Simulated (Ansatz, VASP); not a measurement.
**One calculation of Fe, two programs**

```
Fe
1.0
     2.38678    0.00000    0.00000
    -1.19339    2.06702    0.00000
     0.00000    0.00000    7.68303
Fe
4
Direct
  0.00000 0.00000 0.00000
  0.00000 0.00000 0.50000
  0.33333 0.66667 0.25000
  0.66667 0.33333 0.75000
```

Alike in both runs: task single point; functional PBEsol; k mesh 20 × 20 × 6; occupations fermi-dirac, width 0.1 eV; no spin polarisation.

|  | VASP | Ansatz |
| --- | --- | --- |
| version | VASP 6.6.1 | Ansatz 0.2.0 |
| potentials or method | VASP PAW PBE potentials, release 64 (Fe), cutoff 520 eV | plane waves (420 eV) with PAW, scalar-relativistic |
| valence electrons in the cell | 32 | 64 |

|  | VASP | Ansatz | Ansatz less VASP |
| --- | --- | --- | --- |
| pressure (GPa) | 13.7 | 14.3 | +0.55 |
| traceless stress, the component that is largest in VASP (GPa) | 0.10 | 0.17 | +0.069 |

VASP's potentials were made for PBE, not for PBEsol, and Ansatz warns of the same on its side. With one functional, cell and mesh, what is left measures potentials, basis and numerics. VASP's potentials hold 32 valence electrons a cell and Ansatz's 64, so a difference there can come from the potentials and not from the codes.
